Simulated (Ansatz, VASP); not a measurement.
## Two plane-wave programs on KCl

```
CELL_PARAMETERS angstrom
5.44861 0.00000 0.00000
-2.72431 4.71864 0.00000
0.00000 0.00000 6.36153
ATOMIC_POSITIONS crystal
K 0.33333 0.66667 0.93750
K 0.66667 0.33333 0.43750
Cl 0.33333 0.66667 0.43750
Cl 0.66667 0.33333 0.93750
```

Alike in both runs: task single point; functional r2SCAN; k mesh 6 × 6 × 4; no spin polarisation.

|  | VASP | Ansatz |
| --- | --- | --- |
| version | VASP 6.6.1 | Ansatz 0.2.0 |
| potentials or method | VASP PAW PBE potentials, release 64 (K_sv, Cl) | plane waves, PAW |
| plane-wave cutoff (eV) | 520 | 500 |
| occupations | gaussian, width 0.01 eV | fixed |
| valence electrons in the cell | 32 | 32 |

```tsv
	VASP	Ansatz	Ansatz less VASP
gap on the k mesh at the Fermi level (eV)	5.26	5.26	-0.002
pressure (GPa)	-0.7	-0.7	+0.03
traceless stress, the component that is largest in VASP (GPa)	-0.10	-0.11	-0.002
```

VASP's potentials were made for PBE, not for r2SCAN.
